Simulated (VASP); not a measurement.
PbS, 2 atoms in the cell. Symmetry: P4/mmm, No. 123, tetragonal system. Conventional cell: a = 3.458 Å, b = 3.458 Å, c = 3.314 Å, α = 90.00°, β = 90.00°, γ = 90.00°. Within 3.9 Å of Pb (site symmetry 4/mmm) lie 8 S at 2.95 Å and 6 Pb at 3.31 to 3.46 Å. Within 3.9 Å of S (site symmetry 4/mmm) lie 8 Pb at 2.95 Å and 6 S at 3.31 to 3.46 Å.  This cell differs from its parent crystal: strain -0.040 along x and y, -0.080 along z.

```yaml
Program: VASP 6.6.1
Task: single point
Functional: PBE
Dispersion: D3(BJ)
Potentials_or_basis: VASP PAW PBE potentials, release 64 (Pb_d, S)
Cutoff: 520 eV
k_mesh: 16 × 16 × 16
Occupations: gaussian, width 0.15 eV
Spin: no spin polarisation
Dipole_correction: no
Further_INCAR_settings: ALGO = Normal; EDIFF = 1e-07; NBANDS = 17
```

Potentials or basis: VASP PAW PBE potentials, release 64 (Pb_d, S).

Run with:

```console
$ cat potpaw_PBE.64/Pb_d/POTCAR potpaw_PBE.64/S/POTCAR > POTCAR
$ mpirun -np 1 vasp_std > vasp.out
```

Hardware: 1 thread of Intel(R) Xeon(R) 6975P-C (Granite Rapids), with other jobs on the host.

Task: How long does it take, and how much memory?

Result: Run time: 110 s on 1 thread of Intel(R) Xeon(R) 6975P-C (Granite Rapids), with other jobs on the host, peak memory 0.37 GiB. Counts: scf iterations 13, k points 405.
